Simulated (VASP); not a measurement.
Ir: single point with PBEsol

Ir, a slab with vacuum:

```
Ir
1.0
     2.70917    0.00000    0.00000
    -1.35458    2.34621    0.00000
     0.00000    0.00000   27.06010
Ir
6
Direct
  0.16667 0.33333 0.29753
  0.50000 0.00000 0.37759
  0.83333 0.66667 0.45900
  0.16667 0.33333 0.54100
  0.50000 0.00000 0.62241
  0.83333 0.66667 0.70247
```

```
Program             : VASP 6.6.1
Task                : single point
Functional          : PBEsol
Potentials or basis : VASP PAW PBE potentials, release 64 (Ir)
Cutoff              : 520 eV
k mesh              : 14 × 14 × 1
Occupations         : fermi-dirac, width 0.08 eV
Spin                : no spin polarisation
```

- Largest force: 0.054 eV/Å
- Band gap on the k mesh: zero (bands 27 and 28 overlap by 2.28 eV)

Forces in eV/Å, atoms in the order of the input:
```
Ir   0.000  0.000 -0.054
Ir   0.000  0.000  0.009
Ir   0.000  0.000  0.001
Ir   0.000  0.000 -0.001
Ir   0.000  0.000 -0.009
Ir   0.000  0.000  0.054
```

Levels at points of the mesh, in eV from the Fermi level:
```csv
k point,band 23,band 24,band 25,band 26,band 27,band 28,band 29,band 30
"(0.00, 0.00, 0.00)",-2.34,-1.21,-1.21,-1.20,-1.20,-0.90,-0.90,-0.36
"(0.50, 0.00, 0.00)",0.21,0.80,0.96,1.02,1.08,1.15,1.36,1.63
```

Wall time 6.8 min on 1 thread of Intel Xeon 8259CL, with other jobs on the host, peak memory 0.33 GiB.

Caveat: there is no dipole correction, which matters where the two faces differ; the PAW data sets were made with another functional, which shifts forces and pressure a little; spin-orbit coupling is left out, which moves the levels of the heavy elements.
